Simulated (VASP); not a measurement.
# C (Pm-3m) in VASP: notebook

C is run at these levels: RPBE; tasks: single point.

All numbers are computed with VASP 6.6.1; they aren't measurements. Logs are shortened: lines on timing, memory, paths and dates and some standing lists are left out, and cuts for length are marked.

## Step 1: The cell of the first run

Symmetry: Pm-3m, No. 221, cubic system. Conventional cell: a = 1.778 Å, b = 1.778 Å, c = 1.778 Å, α = 90.00°, β = 90.00°, γ = 90.00°. C (site symmetry m-3m) has 6 C at 1.78 Å within 2.4 Å.

## Step 2: Single point, RPBE

INCAR reads:

```
SYSTEM = C
PREC = Accurate ; ENCUT = 520
EDIFF = 1E-6 ; ISMEAR = -1
SIGMA = 0.1 ; LREAL = .False.
LASPH = .True. ; NELM = 80
ALGO = Normal ; ISIF = 2
LWAVE = .False. ; LCHARG = .False.
GGA = RP ; NBANDS = 8
```

KPOINTS reads:

```
regular mesh
0
Gamma
  16 16 16
  0 0 0
```

POSCAR reads:

```
C
1.0
    1.7779627791      0.0000000000      0.0000000000
    0.0000000000      1.7779627791      0.0000000000
    0.0000000000      0.0000000000      1.7779627791
C
1
Direct
    0.0000000000      0.0000000000      0.0000000000
```

Potentials or basis: VASP PAW PBE potentials, release 64 (C).

The run is started by

```bash
$ cat potpaw_PBE.64/C/POTCAR > POTCAR
$ mpirun -np 1 vasp_std > vasp.out
```

OUTCAR:

```text
SYSTEM = C
   PREC = Accurate
   ENCUT = 520
   EDIFF = 1E-6
   ISMEAR = -1
   LREAL = .False.
   LASPH = .True.
   NELM = 80
   ISIF = 2
   GGA = RP

 ion  position               nearest neighbor table
   1  0.000  0.000  0.000-

  LATTYP: Found a simple cubic cell.
 ALAT       =     1.7779627791

  Lattice vectors:

 A1 = (   1.7779627791,   0.0000000000,   0.0000000000)
 A2 = (   0.0000000000,   1.7779627791,   0.0000000000)
 A3 = (   0.0000000000,   0.0000000000,   1.7779627791)

Analysis of symmetry for initial positions (statically):
=====================================================================
 Subroutine PRICEL returns:
 Original cell was already a primitive cell.

 Routine SETGRP: Setting up the symmetry group for a
 simple cubic supercell.

 Subroutine GETGRP returns: Found 48 space group operations
 (whereof 48 operations were pure point group operations)
 out of a pool of 48 trial point group operations.

The static configuration has the point symmetry O_h .

Analysis of symmetry for dynamics (positions and initial velocities):
=====================================================================
 Subroutine PRICEL returns:
 Original cell was already a primitive cell.

 Routine SETGRP: Setting up the symmetry group for a
 simple cubic supercell.

 Subroutine GETGRP returns: Found 48 space group operations
 (whereof 48 operations were pure point group operations)
 out of a pool of 48 trial point group operations.

The dynamic configuration has the point symmetry O_h .

 Subroutine INISYM returns: Found 48 space group operations
 (whereof 48 operations are pure point group operations),
 and found     1 'primitive' translations

----------------------------------------------------------------------------------------

                                     Primitive cell

  volume of cell :       5.6204

  direct lattice vectors                    reciprocal lattice vectors
     1.777962779  0.000000000  0.000000000     0.562441471  0.000000000  0.000000000
     0.000000000  1.777962779  0.000000000     0.000000000  0.562441471  0.000000000
     0.000000000  0.000000000  1.777962779     0.000000000  0.000000000  0.562441471

  length of vectors
     1.777962779  1.777962779  1.777962779     0.562441471  0.562441471  0.562441471

  position of ions in fractional coordinates (direct lattice)
     0.000000000  0.000000000  0.000000000

  ion indices of the primitive-cell ions
   primitive index   ion index
                 1           1

----------------------------------------------------------------------------------------

 KPOINTS: regular mesh

Automatic generation of k-mesh.
 Grid dimensions read from file:
 generate k-points for:   16   16   16

 Generating k-lattice:

  Cartesian coordinates                     Fractional coordinates (reciprocal lattice)
     0.035152592  0.000000000  0.000000000     0.062500000  0.000000000  0.000000000
     0.000000000  0.035152592  0.000000000     0.000000000  0.062500000  0.000000000
     0.000000000  0.000000000  0.035152592     0.000000000  0.000000000  0.062500000

  Length of vectors
     0.035152592  0.035152592  0.035152592

  Shift w.r.t. Gamma in fractional coordinates (k-lattice)
     0.000000000  0.000000000  0.000000000

 Subroutine IBZKPT returns following result:
 ===========================================

 Found    165 irreducible k-points:

 Following reciprocal coordinates:
            Coordinates               Weight
  0.000000  0.000000  0.000000      1.000000
  0.062500  0.000000  0.000000      6.000000
  0.125000  0.000000  0.000000      6.000000
  0.187500  0.000000  0.000000      6.000000
  0.250000  0.000000  0.000000      6.000000
  0.312500  0.000000  0.000000      6.000000
[... 16 lines left out ...]
  0.437500  0.125000  0.000000     24.000000
  0.500000  0.125000  0.000000     12.000000
 [... further k-points ...]
   k-points           NKPTS =    165   k-points in BZ     NKDIM =    165   number of bands    NBANDS=      8
   number of dos      NEDOS =    301   number of ions     NIONS =      1
   total plane-waves  NPLWV =   2744
   dimension x,y,z NGX =    14 NGY =   14 NGZ =   14
   dimension x,y,z NGXF=    28 NGYF=   28 NGZF=   28
   ions per type =               1
   NGX,Y,Z   is equivalent  to a cutoff of  13.09, 13.09, 13.09 a.u.
   NGXF,Y,Z  is equivalent  to a cutoff of  26.18, 26.18, 26.18 a.u.
 SYSTEM =  C
   PREC   = accura    normal or accurate (medium, high low for compatibility)
   ISTART =      0    job   : 0-new  1-cont  2-samecut
   ICHARG =      2    charge: 1-file 2-atom 10-const
   ISPIN  =      1    spin polarized calculation?
   LNONCOLLINEAR =      F non collinear calculations
   LSORBIT =      F    spin-orbit coupling
   LASPH  =      T    aspherical Exc in radial PAW
   ENCUT  =  520.0 eV  38.22 Ry    6.18 a.u.   3.31  3.31  3.31*2*pi/ulx,y,z
   NELM   =     80;   NELMIN=  2; NELMDL= -5     # of ELM steps
   EDIFF  = 0.1E-05   stopping-criterion for ELM
   LREAL  =      F    real-space projection
   EDIFFG = 0.1E-04   stopping-criterion for IOM
   NSW    =      0    number of steps for IOM
   IBRION =     -1    ionic relax: 0-MD 1-quasi-New 2-CG
   NFREE  =      0    steps in history (QN), initial steepest desc. (CG)
   ISIF   =      2    stress and relaxation
   ISYM   =      2    0-nonsym 1-usesym 2-fastsym
   POTIM  = 0.5000    time-step for ionic-motion
   TEBEG  =    0.0;   TEEND  =   0.0 temperature during run
   PSTRESS=    0.0 pullay stress
   NELECT =       4.0000    total number of electrons
   NUPDOWN=      -1.0000    fix difference up-down
   EMIN   =  10.00;   EMAX   =-10.00  energy-range for DOS
   EFERMI =   0.00;   METHOD = LEGACY
   ISMEAR =    -1;   SIGMA  =   0.10  broadening in eV -4-tet -1-fermi 0-gaus
   EFERMI_NEDOS =   21; number of points for ismear=-14 and -15
   IALGO  =     38    algorithm
   IMIX   =      4    mixing-type and parameters
     AMIX     =   0.40;   BMIX     =  1.00
     AMIX_MAG =   1.60;   BMIX_MAG =  1.00
  volume/ion in A,a.u.               =       5.62        37.93
  Fermi-wavevector in a.u.,A,eV,Ry     =   1.461635  2.762089 29.067158  2.136376
  Thomas-Fermi vector in A             =   2.577943
   LORBIT       =      0    0 simple, 1 ext, 2 COOP (PROOUT), +10 PAW based schemes
   GGA     = RP    functional components
[... 41 lines left out ...]
  band No.  band energies     occupation
      1     -11.0857      2.00000
      2      19.0596      0.00000
      3      20.2851      0.00000
      4      20.2851      0.00000
      5      36.3421      0.00000
      6      37.3834      0.00000
      7      41.7963      0.00000
      8      65.6850      0.00000

 k-point     3 :       0.1250    0.0000    0.0000
  band No.  band energies     occupation
      1     -10.6276      2.00000
      2      16.4181      0.00000
      3      20.5845      0.00000
      4      20.5845      0.00000
      5      36.8524      0.00000
      6      40.0217      0.00000
      7      42.0326      0.00000
      8      63.1937      0.00000

 k-point     4 :       0.1875    0.0000    0.0000
  band No.  band energies     occupation
      1      -9.8651      2.00000
      2      13.2181      0.00000
      3      21.0556      0.00000
      4      21.0556      0.00000
      5      37.6926      0.00000
      6      41.0824      0.00000
      7      44.3791      0.00000
      8      60.0586      0.00000

 k-point     5 :       0.2500    0.0000    0.0000
  band No.  band energies     occupation
      1      -8.8002      2.00000
      2       9.9238      1.99987
      3      21.6514      0.00000
      4      21.6514      0.00000
      5      38.8423      0.00000
      6      41.0154      0.00000
      7      47.6000      0.00000
      8      56.9318      0.00000

 k-point     6 :       0.3125    0.0000    0.0000
  band No.  band energies     occupation
      1      -7.4358      2.00000
      2       6.7301      2.00000
      3      22.2989      0.00000
      4      22.2989      0.00000
      5      40.2561      0.00000
      6      40.8357      0.00000
      7      50.1526      0.00000
      8      54.1725      0.00000

 k-point     7 :       0.3750    0.0000    0.0000
  band No.  band energies     occupation
      1      -5.7764      2.00000
      2       3.7264      2.00000
      3      22.8981      0.00000
      4      22.8981      0.00000
      5      40.6554      0.00000
      6      41.8258      0.00000
      7      51.7500      0.00000
      8      52.0112      0.00000

 k-point     8 :       0.4375    0.0000    0.0000
  band No.  band energies     occupation
      1      -3.8319      2.00000
      2       0.9634      2.00000
      3      23.3322      0.00000
      4      23.3322      0.00000
      5      40.5380      0.00000
      6      43.2676      0.00000
      7      50.6256      0.00000
      8      50.6256      0.00000

 k-point     9 :       0.5000    0.0000    0.0000
  band No.  band energies     occupation
      1      -1.8857      2.00000
      2      -1.2573      2.00000
      3      23.4904      0.00000
      4      23.4904      0.00000
      5      40.4922      0.00000
      6      43.9266      0.00000
      7      50.1465      0.00000
      8      50.1465      0.00000

 k-point    10 :       0.0625    0.0625    0.0000
  band No.  band energies     occupation
      1     -10.9330      2.00000
      2      18.8149      0.00000
      3      19.5411      0.00000
      4      20.3880      0.00000
      5      37.0350      0.00000
      6      38.0513      0.00000
      7      41.7683      0.00000
      8      64.6551      0.00000
[... 78 lines left out ...]
 k-point    18 :       0.1250    0.1250    0.0000
  band No.  band energies     occupation
      1     -10.0187      2.00000
      2      15.9126      0.00000
      3      17.9957      0.00000
      4      20.9818      0.00000
      5      39.1206      0.00000
      6      41.4582      0.00000
      7      42.3906      0.00000
      8      59.7647      0.00000

 k-point    19 :       0.1875    0.1250    0.0000
  band No.  band energies     occupation
      1      -9.2593      2.00000
      2      13.3988      0.00000
      3      17.9676      0.00000
      4      21.4445      0.00000
      5      40.0161      0.00000
      6      40.9765      0.00000
      7      45.3816      0.00000
      8      57.1816      0.00000

 k-point    20 :       0.2500    0.1250    0.0000
  band No.  band energies     occupation
      1      -8.1991      2.00000
      2      10.2830      1.99521
      3      18.5857      0.00000
      4      22.0301      0.00000
      5      39.5747      0.00000
      6      41.5160      0.00000
      7      48.3653      0.00000
      8      54.8157      0.00000

 k-point    21 :       0.3125    0.1250    0.0000
  band No.  band energies     occupation
      1      -6.8415      2.00000
      2       7.1766      2.00000
      3      19.3699      0.00000
      4      22.6660      0.00000
      5      38.4028      0.00000
      6      42.7395      0.00000
      7      50.5184      0.00000
      8      52.8331      0.00000

 k-point    22 :       0.3750    0.1250    0.0000
  band No.  band energies     occupation
      1      -5.1923      2.00000
      2       4.2271      2.00000
      3      20.1510      0.00000
      4      23.2528      0.00000
      5      37.1983      0.00000
      6      44.1584      0.00000
      7      50.6290      0.00000
      8      52.2716      0.00000

 k-point    23 :       0.4375    0.1250    0.0000
  band No.  band energies     occupation
      1      -3.2639      2.00000
      2       1.5029      2.00000
      3      20.7493      0.00000
      4      23.6764      0.00000
      5      36.2864      0.00000
      6      45.6654      0.00000
      7      49.1241      0.00000
      8      51.3024      0.00000

 k-point    24 :       0.5000    0.1250    0.0000
  band No.  band energies     occupation
      1      -1.3771      2.00000
      2      -0.6516      2.00000
      3      20.9766      0.00000
      4      23.8309      0.00000
      5      35.9411      0.00000
      6      46.7779      0.00000
      7      48.0043      0.00000
      8      50.8358      0.00000

 [... further k-points ...]

------------------------ aborting loop because EDIFF is reached ----------------------------------------

  FORCE on cell =-STRESS in cart. coord.  units (eV):
  Direction    XX          YY          ZZ          XY          YZ          ZX
  --------------------------------------------------------------------------------------
  -------------------------------------------------------------------------------------
  Total        0.0015779      0.0015779      0.0015779      0.0000000     -0.0000000      0.0000000
  in kB        0.4498110      0.4498110      0.4498110      0.0000000     -0.0000000      0.0000000
  external PRESSURE =       0.4498110 kB  Pullay stress =       0.0000000 kB

 VOLUME and BASIS-vectors are now :
 -----------------------------------------------------------------------------
  energy-cutoff  :      520.00
  volume of cell :        5.62
      direct lattice vectors                 reciprocal lattice vectors
     1.777962779  0.000000000  0.000000000     0.562441471  0.000000000  0.000000000
     0.000000000  1.777962779  0.000000000     0.000000000  0.562441471  0.000000000
     0.000000000  0.000000000  1.777962779     0.000000000  0.000000000  0.562441471

 POSITION                                       TOTAL-FORCE (eV/Angst)
 -----------------------------------------------------------------------------------
      0.00000      0.00000      0.00000         0.000000      0.000000      0.000000
 -----------------------------------------------------------------------------------
    total drift:                                0.000000     -0.000000     -0.000000

  FREE ENERGIE OF THE ION-ELECTRON SYSTEM (eV)
  ---------------------------------------------------
  free  energy   TOTEN  =        -5.9993428214 eV

  energy  without entropy=       -5.9898503454  energy(sigma->0) =       -5.99459658
```

Wall time 2.5 s (1 thread of Intel Xeon Platinum 8375C at 2.90GHz (Ice Lake), shared host); peak memory 0.1 GiB.

Results:

* Free energy: -5.9993 eV
* Pressure: 0.0 GPa
* Band gap on the k mesh: zero (band 2 reaches 20.18 eV, above the bottom of band 3 at 7.92 eV)

Caveat: the PAW data sets were made with another functional, which shifts forces and pressure a little.

## Step 3: Single point, RPBE (volume scaled by 0.88)

INCAR reads:

```
SYSTEM = C
PREC = Accurate
ENCUT = 520
EDIFF = 1E-7
ISMEAR = -1
SIGMA = 0.1
LREAL = .FALSE.
LASPH = .TRUE.
NELM = 100
ALGO = Normal
ISIF = 2
LWAVE = .FALSE.
LCHARG = .FALSE.
GGA = RP
NBANDS = 8
```

KPOINTS reads:

```
Automatic mesh
0
G
  20 20 20
  0 0 0
```

POSCAR reads:

```
C
1.0
    1.7037932330      0.0000000000      0.0000000000
    0.0000000000      1.7037932330      0.0000000000
    0.0000000000      0.0000000000      1.7037932330
C
1
Direct
    0.0000000000      0.0000000000      0.0000000000
```

Potentials or basis: VASP PAW PBE potentials, release 64 (C).

The run is started by

```bash
$ cat potpaw_PBE.64/C/POTCAR > POTCAR
$ mpirun -np 1 vasp_std > vasp.out
```

Wall time 4.4 s (1 thread of Intel Xeon Platinum 8375C at 2.90GHz (Ice Lake), shared host); peak memory 0.11 GiB.

The run converged. Its results:

* Free energy: -5.8894 eV
* Pressure: 55.9 GPa
* Band gap on the k mesh: zero (band 2 reaches 23.36 eV, above the bottom of band 3 at 10.79 eV)

Levels at points of the mesh, in eV from the Fermi level:
| k point | band 1 | band 2 | band 3 | band 4 | band 5 |
| --- | --- | --- | --- | --- | --- |
| (0.00, 0.00, 0.00) | -24.16 | 10.36 | 10.36 | 10.36 | 26.58 |
| (0.50, 0.00, 0.00) | -13.84 | -13.53 | 14.22 | 14.22 | 31.96 |
| (0.50, 0.50, 0.00) | -6.93 | -6.93 | -2.22 | 7.72 | 17.35 |
| (0.50, 0.50, 0.50) | -1.19 | -1.19 | -1.19 | 11.12 | 17.80 |

Caveat: the PAW data sets were made with another functional, which shifts forces and pressure a little.

## Step 4: Single point, RPBE (volume scaled by 0.92)

INCAR reads:

```
ALGO = Normal ; EDIFF = 1E-7
ENCUT = 520 ; GGA = RP
ISIF = 2 ; ISMEAR = -1
LASPH = True ; LCHARG = False
LREAL = False ; LWAVE = False
NBANDS = 8 ; NELM = 100
PREC = Accurate ; SIGMA = 0.1
```

KPOINTS reads:

```
k-points
0
Gamma
  20 20 20
```

POSCAR reads:

```
C
1.0
    1.7292267324      0.0000000000      0.0000000000
    0.0000000000      1.7292267324      0.0000000000
    0.0000000000      0.0000000000      1.7292267324
C
1
Direct
    0.0000000000      0.0000000000      0.0000000000
```

The run is started by

```bash
$ cat potpaw_PBE.64/C/POTCAR > POTCAR
$ mpirun -np 1 vasp_std > vasp.out
```

It took 4.5 s on 1 thread of Intel Xeon Platinum 8375C at 2.90GHz (Ice Lake), shared host; peak memory 0.11 GiB.

It converged, with:

| Property | Result |
| --- | --- |
| Free energy | -5.9532 eV |
| Pressure | 35.4 GPa |
| Band gap on the k mesh | zero (band 2 reaches 22.23 eV, above the bottom of band 3 at 9.76 eV) |

Levels at points of the mesh, in eV from the Fermi level:
| k point | band 1 | band 2 | band 3 | band 4 | band 5 | band 6 |
| --- | --- | --- | --- | --- | --- | --- |
| (0.00, 0.00, 0.00) | -23.36 | 10.05 | 10.05 | 10.05 | 26.20 | 26.20 |
| (0.50, 0.00, 0.00) | -13.18 | -13.16 | 13.71 | 13.71 | 31.18 | 34.47 |
| (0.50, 0.50, 0.00) | -6.54 | -6.54 | -2.41 | 7.95 | 16.69 | 43.70 |
| (0.50, 0.50, 0.50) | -1.05 | -1.05 | -1.05 | 10.15 | 17.71 | 17.71 |

Caveat: the PAW data sets were made with another functional, which shifts forces and pressure a little.

## Step 5: Single point, RPBE (volume scaled by 0.96)

INCAR reads:

```
SYSTEM = C
PREC = Accurate ; ENCUT = 520
EDIFF = 1E-6 ; ISMEAR = -1
SIGMA = 0.1 ; LREAL = .False.
LASPH = .True. ; NELM = 80
ALGO = Normal ; ISIF = 2
LWAVE = .False. ; LCHARG = .False.
GGA = RP ; NBANDS = 8
```

KPOINTS reads:

```
Automatic mesh
0
Gamma
  20 20 20
  0 0 0
```

POSCAR reads:

```
C
1.0
    1.7539333095      0.0000000000      0.0000000000
    0.0000000000      1.7539333095      0.0000000000
    0.0000000000      0.0000000000      1.7539333095
C
1
Direct
    0.0000000000      0.0000000000      0.0000000000
```

The run is started by

```bash
$ cat potpaw_PBE.64/C/POTCAR > POTCAR
$ mpirun -np 1 vasp_std > vasp.out
```

Run time: 3.8 s. Hardware: 1 thread of Intel Xeon Platinum 8375C at 2.90GHz (Ice Lake), shared host; peak memory 0.11 GiB.

It converged, with:

```
Free energy            : -5.9908 eV
Pressure               : 18.4 GPa
Band gap on the k mesh : zero (band 2 reaches 21.17 eV, above the bottom of band 3 at 8.81 eV)
```

Levels at points of the mesh, in eV from the Fermi level:
```
           k point  band 1  band 2  band 3  band 4  band 5  band 6  band 7
(0.00, 0.00, 0.00)  -22.63    9.75    9.75    9.75   25.81   25.81   32.05
(0.50, 0.00, 0.00)  -12.88  -12.54   13.22   13.22   30.45   33.82   40.17
(0.50, 0.50, 0.00)   -6.19   -6.19   -2.61    8.14   16.04   42.62   42.62
(0.50, 0.50, 0.50)   -0.94   -0.94   -0.94    9.24   17.60   17.60   17.60
```

Caveat: the PAW data sets were made with another functional, which shifts forces and pressure a little.

## Step 6: Overview

| cell | k mesh | gap on the mesh (eV) | pressure (GPa) |
| --- | --- | --- | --- |
| a = 1.778 Å, 1 atom | 16 × 16 × 16 | none | 0.0 |
| a = 1.704 Å, 1 atom | 20 × 20 × 20 | none | 55.9 |
| a = 1.729 Å, 1 atom | 20 × 20 × 20 | none | 35.4 |
| a = 1.754 Å, 1 atom | 20 × 20 × 20 | none | 18.4 |

Alike in all rows: task single point; level RPBE; potentials or basis VASP PAW PBE potentials, release 64 (C); no spin polarisation; cutoff (eV) 520; smearing fermi-dirac 0.1 eV.

Caveats: the PAW data sets were made with another functional, which shifts forces and pressure a little.

Absolute energies hang on the potentials; compare differences alone.
